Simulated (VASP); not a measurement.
Set up this calculation in VASP 6.6.1, as the native input.

| Property | Result |
| --- | --- |
| Task | single point |
| Functional | PBE |
| Potentials or basis | VASP PAW PBE potentials, release 64 (Hg, Te) |
| Cutoff | 520 eV |
| k mesh | 12 × 12 × 12 |
| Occupations | gaussian, width 0.1 eV |
| Spin | no spin polarisation |
| Dipole correction | no |
| Further INCAR settings | ALGO = Normal; EDIFF = 1e-06; NBANDS = 16 |

The structure of HgTe lies in POSCAR:

```
HgTe
1.0
    0.0000000000      3.0265522491      3.0265522491
    3.0265522491      0.0000000000      3.0265522491
    3.0265522491      3.0265522491      0.0000000000
Hg Te
1 1
Direct
    0.0000000000      0.0000000000      0.0000000000
    0.2500000000      0.2500000000      0.2500000000
```

One way to write it, as run:

INCAR

```
PREC = Accurate ; ENCUT = 520
EDIFF = 1E-6 ; ISMEAR = 0
SIGMA = 0.1 ; LREAL = False
LASPH = True ; NELM = 100
ALGO = Normal ; ISIF = 2
LWAVE = False ; LCHARG = False
GGA = PE ; NBANDS = 16
```

KPOINTS

```
Automatic mesh
0
Gamma
  12 12 12
```

Potentials or basis: VASP PAW PBE potentials, release 64 (Hg, Te).

The run is started by

```console
$ cat potpaw_PBE.64/Hg/POTCAR potpaw_PBE.64/Te/POTCAR > POTCAR
$ mpirun -np 1 vasp_std > vasp.out
```

Results of the run:

| Property | Result |
| --- | --- |
| Pressure | 20.2 GPa |
| Band gap on the k mesh | zero (filled and empty bands touch) |

Caveat: the cell stands under pressure; semilocal functionals underestimate gaps, so a narrow gap can read as zero; spin-orbit coupling is left out, which moves the levels of the heavy elements.

Run time: 27 s on 1 thread of AMD EPYC 9R45 96-Core Processor (Zen 5) (shared host), peak memory 0.19 GiB.
